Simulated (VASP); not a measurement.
# BaTiO3 (R3m) in VASP: a series of runs, part 2 of 2

VASP 6.6.1.

## (4) Single point, PBEsol

INCAR reads:

```
SYSTEM = BaTiO3
PREC = Accurate ; ENCUT = 520
EDIFF = 1E-7 ; ISMEAR = -1
SIGMA = 0.05 ; LREAL = .False.
LASPH = .True. ; NELM = 80
ALGO = Normal ; ISIF = 2
LWAVE = .False. ; LCHARG = .False.
GGA = PS ; NBANDS = 28
```

KPOINTS reads:

```
regular mesh
0
Gamma
  6 6 6
  0 0 0
```

POSCAR reads:

```
BaTiO3
1.0
    2.8367945667      1.6378212667      2.3030110043
   -2.8367945667      1.6378212667      2.3030110043
    0.0000000000     -3.2756425333      2.3030110043
Ba Ti O
1 1 3
Direct
    0.0000000000      0.0000000000      0.0000000000
    0.4845000000      0.4845000000      0.4845000000
    0.5086000000      0.5086000000      0.0175000000
    0.0175000000      0.5086000000      0.5086000000
    0.5086000000      0.0175000000      0.5086000000
```

Potentials or basis: VASP PAW PBE potentials, release 64 (Ba_sv, Ti_sv, O).

Run with:

```sh
> cat potpaw_PBE.64/Ba_sv/POTCAR potpaw_PBE.64/Ti_sv/POTCAR potpaw_PBE.64/O/POTCAR > POTCAR
> mpirun -np 1 vasp_std > vasp.out
```

OUTCAR:

```text
SYSTEM = BaTiO3
   PREC = Accurate
   ENCUT = 520
   EDIFF = 1E-7
   ISMEAR = -1
   LREAL = .False.
   LASPH = .True.
   NELM = 80
   ISIF = 2
   GGA = PS

 ion  position               nearest neighbor table
   1  0.000  0.000  0.000-   3 2.78   4 2.78   5 2.78   4 2.84   5 2.84   5 2.84   4 2.84   3 2.84
                             3 2.84   3 2.88   4 2.88   5 2.88   2 3.35   2 3.44   2 3.44   2 3.44
   2  0.484  0.484  0.484-   3 1.88   4 1.88   5 1.88   3 2.14   4 2.14   5 2.14   1 3.35   1 3.44
                             1 3.44   1 3.44   1 3.51   1 3.51   1 3.51   1 3.56
   3  0.509  0.509  0.017-   2 1.88   2 2.14   1 2.78   1 2.84   1 2.84   1 2.88
   4  0.017  0.509  0.509-   2 1.88   2 2.14   1 2.78   1 2.84   1 2.84   1 2.88
   5  0.509  0.017  0.509-   2 1.88   2 2.14   1 2.78   1 2.84   1 2.84   1 2.88

  LATTYP: Found a trigonal (rhomboedric) cell.
 ALAT       =     4.0042094965
 COS(alpha) =    -0.0038080598

  Lattice vectors:

 A1 = (   2.8367945667,   1.6378212667,   2.3030110043)
 A2 = (  -2.8367945667,   1.6378212667,   2.3030110043)
 A3 = (   0.0000000000,  -3.2756425333,   2.3030110043)

Analysis of symmetry for initial positions (statically):
[... 180 lines left out ...]

 val. band max:        3.6360311665   @ k =   0.5000   0.5000   0.5000
 cond. band min:       5.9659073343   @ k =   0.0000   0.0000   0.0000
 fundamental gap:      2.3298761678
 Fermi energy:         4.6671850720

 k-point     1 :       0.0000    0.0000    0.0000
  band No.  band energies     occupation
      1     -52.4055      2.00000
      2     -28.7755      2.00000
      3     -28.7734      2.00000
      4     -28.7734      2.00000
      5     -21.1277      2.00000
      6     -13.1246      2.00000
[... 733 lines left out ...]
     27      11.7540      0.00000
     28      12.2191      0.00000

 [... further k-points ...]

------------------------ aborting loop because EDIFF is reached ----------------------------------------

  FORCE on cell =-STRESS in cart. coord.  units (eV):
  Direction    XX          YY          ZZ          XY          YZ          ZX
  --------------------------------------------------------------------------------------
  -------------------------------------------------------------------------------------
  Total       -0.0687946     -0.0687944      0.7901479      0.0000000      0.0000000      0.0000000
  in kB       -1.7168150     -1.7168090     19.7186574      0.0000000      0.0000000      0.0000000
  external PRESSURE =       5.4283445 kB  Pullay stress =       0.0000000 kB

 VOLUME and BASIS-vectors are now :
 -----------------------------------------------------------------------------
  energy-cutoff  :      520.00
  volume of cell :       64.20
      direct lattice vectors                 reciprocal lattice vectors
     2.836794567  1.637821267  2.303011004     0.176255273  0.101761206  0.144738055
    -2.836794567  1.637821267  2.303011004    -0.176255273  0.101761206  0.144738055
     0.000000000 -3.275642533  2.303011004     0.000000000 -0.203522411  0.144738055

 POSITION                                       TOTAL-FORCE (eV/Angst)
 -----------------------------------------------------------------------------------
      0.00000      0.00000      0.00000        -0.000000     -0.000000     -0.128819
      0.00000      0.00000      3.34743        -0.000000      0.000000      0.166538
      0.00000      1.60867      2.38293        -0.000000      0.073695     -0.012573
     -1.39315     -0.80433      2.38293        -0.063822     -0.036847     -0.012573
      1.39315     -0.80433      2.38293         0.063822     -0.036847     -0.012573
 -----------------------------------------------------------------------------------
    total drift:                                0.000000      0.000067      0.000326

  FREE ENERGIE OF THE ION-ELECTRON SYSTEM (eV)
  ---------------------------------------------------
  free  energy   TOTEN  =       -42.0036658640 eV

  energy  without entropy=      -42.0036658639  energy(sigma->0) =      -42.00366586
```

OSZICAR:

```text
N       E                     dE             d eps       ncg     rms          rms(c)
DAV:   1     0.436539845172E+03    0.43654E+03   -0.20801E+04  1792   0.155E+03
DAV:   2    -0.644631238599E+01   -0.44299E+03   -0.42315E+03  2032   0.428E+02
DAV:   3    -0.498370468157E+02   -0.43391E+02   -0.42982E+02  2488   0.133E+02
DAV:   4    -0.518818321504E+02   -0.20448E+01   -0.20398E+01  2672   0.248E+01
DAV:   5    -0.519394349167E+02   -0.57603E-01   -0.57594E-01  2440   0.330E+00    0.236E+01
DAV:   6    -0.422381389161E+02    0.97013E+01   -0.51291E+01  2680   0.671E+01    0.100E+01
DAV:   7    -0.421808529091E+02    0.57286E-01   -0.10019E+01  2476   0.232E+01    0.728E+00
DAV:   8    -0.419962653296E+02    0.18459E+00   -0.75593E-01  2196   0.832E+00    0.307E+00
DAV:   9    -0.420249095909E+02   -0.28644E-01   -0.24324E-01  2524   0.364E+00    0.137E+00
DAV:  10    -0.420050090708E+02    0.19901E-01   -0.13150E-01  2052   0.393E+00    0.378E-01
DAV:  11    -0.420036896702E+02    0.13194E-02   -0.88542E-03  2252   0.827E-01    0.803E-02
DAV:  12    -0.420038928798E+02   -0.20321E-03   -0.13917E-03  2680   0.316E-01    0.138E-01
DAV:  13    -0.420036679480E+02    0.22493E-03   -0.88945E-04  2220   0.310E-01    0.177E-02
DAV:  14    -0.420036655578E+02    0.23901E-05   -0.38039E-05  2180   0.539E-02    0.543E-03
DAV:  15    -0.420036660563E+02   -0.49843E-06   -0.29803E-06  2364   0.123E-02    0.341E-03
DAV:  16    -0.420036658954E+02    0.16082E-06   -0.18871E-07  1632   0.407E-03    0.154E-03
DAV:  17    -0.420036658640E+02    0.31451E-07   -0.13676E-07  1568   0.347E-03
   1 F= -.42003666E+02 E0= -.42003666E+02  d E =-.790651E-10
```

stdout:

```text
POSCAR found type information on POSCAR BaTiO
 POSCAR found :  3 types and       5 ions
 scaLAPACK will be used
 -----------------------------------------------------------------------------
|                                                                             |
|                                                                             |
|     You enforced a specific xc type in the INCAR file but a different       |
|     I HOPE YOU KNOW WHAT YOU ARE DOING!                                     |
|                                                                             |
 -----------------------------------------------------------------------------

 LDA part: xc-table for (Slater+PW92), standard interpolation
 POSCAR, INCAR and KPOINTS ok, starting setup
 FFT: planning ... GRIDC
 FFT: planning ... GRID_SOFT
 FFT: planning ... GRID
 WAVECAR not read
 entering main loop
```

Wall time 98 s (1 thread of Intel Xeon 8259CL, shared host); peak memory 0.21 GiB.

What came out:

| Property | Result |
| --- | --- |
| Free energy | -42.0037 eV |
| Pressure | 0.5 GPa |
| Largest force | 0.167 eV/Å |
| Band gap on the k mesh | 2.33 eV (least direct gap 2.76 eV) |

Forces in eV/Å, atoms in the order of the input:
```
Ba   0.000  0.000 -0.129
Ti   0.000  0.000  0.167
O    0.000  0.074 -0.013
O   -0.064 -0.037 -0.013
O    0.064 -0.037 -0.013
```

Caveat: the PAW data sets were made with another functional, which shifts forces and pressure a little; spin-orbit coupling is left out, which moves the levels of the heavy elements. A k mesh can miss the band edges.

## (5) Single point, PBEsol

INCAR reads:

```
SYSTEM = BaTiO3
ALGO = Normal ; EDIFF = 1E-7
ENCUT = 520 ; GGA = PS
ISIF = 2 ; ISMEAR = -1
LASPH = .True. ; LCHARG = .False.
LREAL = .False. ; LWAVE = .False.
NBANDS = 28 ; NELM = 60
PREC = Accurate ; SIGMA = 0.05
```

KPOINTS reads:

```
k-points
0
Gamma
  6 6 6
  0 0 0
```

POSCAR: that of step 4 with these lines changed.

```diff
@@ -2,5 +2,5 @@
 1.0
-    2.8367945667      1.6378212667      2.3030110043
-   -2.8367945667      1.6378212667      2.3030110043
-    0.0000000000     -3.2756425333      2.3030110043
+    2.8462191333      1.6432625333      2.2877845270
+   -2.8462191333      1.6432625333      2.2877845270
+    0.0000000000     -3.2865250667      2.2877845270
 Ba Ti O
```

Run with:

```sh
> cat potpaw_PBE.64/Ba_sv/POTCAR potpaw_PBE.64/Ti_sv/POTCAR potpaw_PBE.64/O/POTCAR > POTCAR
> mpirun -np 1 vasp_std > vasp.out
```

Run time: 1.8 min. Hardware: 1 thread of Intel Xeon 8259CL, shared host; peak memory 0.21 GiB.

The run converged. Its results:

```
Free energy            : -41.9949 eV
Pressure               : 0.5 GPa
Largest force          : 0.189 eV/Å
Band gap on the k mesh : 2.32 eV (least direct gap 2.77 eV)
```

Forces in eV/Å, atoms in the order of the input:
```
Ba   0.000  0.000 -0.133
Ti   0.000  0.000  0.189
O    0.000  0.051 -0.019
O   -0.045 -0.026 -0.019
O    0.045 -0.026 -0.019
```

Stress tensor (GPa, compression positive):
```
-1.00  0.00  0.00
 0.00 -1.00  0.00
 0.00  0.00  3.47
```

Levels at points of the mesh, in eV from the valence-band top:
| k point | band 17 | band 18 | band 19 | band 20 | band 21 | band 22 | band 23 | band 24 |
| --- | --- | --- | --- | --- | --- | --- | --- | --- |
| (0.00, 0.00, 0.00) | -1.15 | -0.49 | -0.45 | -0.45 | 2.32 | 2.32 | 2.40 | 4.47 |
| (0.50, 0.00, 0.00) | -1.76 | -1.66 | -0.94 | -0.91 | 2.49 | 3.74 | 3.85 | 4.44 |
| (0.50, 0.50, 0.00) | -1.67 | -0.90 | -0.90 | -0.11 | 3.80 | 3.84 | 4.17 | 5.04 |
| (0.50, 0.50, 0.50) | -2.29 | -0.04 | -0.04 | 0.00 | 4.27 | 4.47 | 4.47 | 6.56 |

Caveat: the PAW data sets were made with another functional, which shifts forces and pressure a little; spin-orbit coupling is left out, which moves the levels of the heavy elements. PBEsol gaps usually lie below the measured ones, often by a third to a half.

## (6) Single point, PBEsol

INCAR reads:

```
PREC = Accurate
ENCUT = 520
EDIFF = 1E-6
ISMEAR = -1
SIGMA = 0.05
LREAL = False
LASPH = True
NELM = 100
ALGO = Normal
ISIF = 2
LWAVE = False
LCHARG = True
GGA = PS
LELF = True
LVHAR = True
NBANDS = 28
```

KPOINTS reads:

```
regular mesh
0
Gamma
  6 6 6
```

POSCAR: that of step 5 with these lines changed.

```diff
@@ -2,5 +2,5 @@
 1.0
-    2.8462191333      1.6432625333      2.2877845270
-   -2.8462191333      1.6432625333      2.2877845270
-    0.0000000000     -3.2865250667      2.2877845270
+    2.8556437000      1.6487038000      2.2727085580
+   -2.8556437000      1.6487038000      2.2727085580
+    0.0000000000     -3.2974076000      2.2727085580
 Ba Ti O
```

Potentials or basis: VASP PAW PBE potentials, release 64 (Ba_sv, Ti_sv, O).

Run with:

```sh
> cat potpaw_PBE.64/Ba_sv/POTCAR potpaw_PBE.64/Ti_sv/POTCAR potpaw_PBE.64/O/POTCAR > POTCAR
> mpirun -np 1 vasp_std > vasp.out
```

Wall time 1.8 min (1 thread of Intel Xeon 8259CL, shared host); peak memory 0.21 GiB.

Results (log left out):

```
Free energy            : -41.9799 eV
Pressure               : 0.4 GPa
Largest force          : 0.211 eV/Å
Band gap on the k mesh : 2.31 eV (least direct gap 2.77 eV)
```

Forces in eV/Å, atoms in the order of the input:
```
Ba   0.000  0.000 -0.139
Ti   0.000  0.000  0.211
O    0.000  0.029 -0.024
O   -0.025 -0.015 -0.024
O    0.025 -0.015 -0.024
```

Stress tensor (GPa, compression positive):
```
-1.83  0.00  0.00
 0.00 -1.83  0.00
 0.00  0.00  4.98
```

Levels at points of the mesh, in eV from the valence-band top:
```csv
k point,band 17,band 18,band 19,band 20,band 21,band 22,band 23,band 24
"(0.00, 0.00, 0.00)",-1.19,-0.48,-0.48,-0.46,2.31,2.31,2.36,4.45
"(0.50, 0.00, 0.00)",-1.79,-1.66,-0.94,-0.93,2.48,3.71,3.83,4.42
"(0.50, 0.50, 0.00)",-1.68,-0.92,-0.90,-0.12,3.76,3.83,4.15,5.03
"(0.50, 0.50, 0.50)",-2.26,-0.05,-0.05,0.00,4.24,4.45,4.45,6.53
```

Caveat: the stress differs along the axes, from -2 to 5 GPa; the PAW data sets were made with another functional, which shifts forces and pressure a little; spin-orbit coupling is left out, which moves the levels of the heavy elements.

## (7) Summary

```csv
cell,gap on the mesh (eV),pressure (GPa),largest force (eV/Å)
"a = 4.004 Å, angles 89.5°, 5 atoms",2.34,0.7,0.12
"a = 4.004 Å, angles 89.8°, 5 atoms",2.34,0.6,0.14
"a = 4.004 Å, angles 90.2°, 5 atoms",2.33,0.5,0.17
"a = 4.004 Å, angles 90.6°, 5 atoms",2.32,0.5,0.19
"a = 4.005 Å, angles 91.0°, 5 atoms",2.31,0.4,0.21
```

Alike in all rows: task single point; level PBEsol; potentials or basis VASP PAW PBE potentials, release 64 (Ba_sv, Ti_sv, O); no spin polarisation; k mesh 6 × 6 × 6; cutoff (eV) 520; smearing fermi-dirac 0.05 eV.

Caveats: the PAW data sets were made with another functional, which shifts forces and pressure a little; spin-orbit coupling is left out, which moves the levels of the heavy elements; the stress differs along the axes, from -2 to 5 GPa (at least some runs).

Absolute energies hang on the potentials; compare differences alone.
